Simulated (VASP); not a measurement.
A run of VASP 6.6.1 is set up as follows.

INCAR

```
SYSTEM = ZnO
ALGO = Normal
EDIFF = 1E-7
ENCUT = 520
GGA = CA
ISIF = 2
ISMEAR = 0
LASPH = .True.
LCHARG = .False.
LREAL = .False.
LWAVE = .False.
NBANDS = 26
NELM = 100
PREC = Accurate
SIGMA = 0.01
```

KPOINTS

```
k-points
0
Gamma
  9 9 6
  0 0 0
```

File POSCAR:

```
ZnO
1.0
    3.2498000000      0.0000000000      0.0000000000
   -1.6249000000      2.8144093572      0.0000000000
    0.0000000000      0.0000000000      5.2066000000
Zn O
2 2
Direct
    0.3333333333      0.6666666667      0.0000000000
    0.6666666667      0.3333333333      0.5000000000
    0.3333333333      0.6666666667      0.3900000000
    0.6666666667      0.3333333333      0.8900000000
```

Potentials or basis: VASP PAW LDA potentials, release 64 (Zn, O).

Run with:

```console
$ cat potpaw_LDA.64/Zn/POTCAR potpaw_LDA.64/O/POTCAR > POTCAR
$ mpirun -np 1 vasp_std > vasp.out
```

What does it give for the pressure?

-6.0 GPa.

What does it give for the band gap on the k mesh?

0.74 eV, direct.

What does it give for the largest force?

0.251 eV/Å.

Forces on the atoms (eV/Å):
```
Zn   0.000  0.000  0.251
Zn   0.000  0.000  0.251
O    0.000  0.000 -0.251
O    0.000  0.000 -0.251
```

LDA gaps usually lie below the measured ones, often by a third to a half.
